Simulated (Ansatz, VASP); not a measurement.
Au in VASP and in Ansatz

```
Au
1.0
     2.93816    0.00000    0.00000
    -1.46908    2.54452    0.00000
     0.00000    0.00000    4.94422
Au
2
Direct
  0.33333 0.66667 0.75000
  0.66667 0.33333 0.25000
```

Alike in both runs: task single point; functional PBEsol; k mesh 11 × 11 × 6; occupations methfessel-paxton of order 1, width 0.15 eV; no spin polarisation.

|  | VASP | Ansatz |
| --- | --- | --- |
| version | VASP 6.6.1 | Ansatz 0.2.0 |
| potentials or method | VASP PAW PBE potentials, release 64 (Au), cutoff 520 eV | plane waves, PAW |
| valence electrons in the cell | 22 | 38 |

|  | VASP | Ansatz | Ansatz less VASP |
| --- | --- | --- | --- |
| pressure (GPa) | -11.3 | -11.1 | +0.20 |

VASP's potentials were made for PBE, not for PBEsol. VASP's potentials hold 22 valence electrons a cell and Ansatz's 38, so a difference there can come from the potentials and not from the codes.

Neither program's run includes spin-orbit coupling.
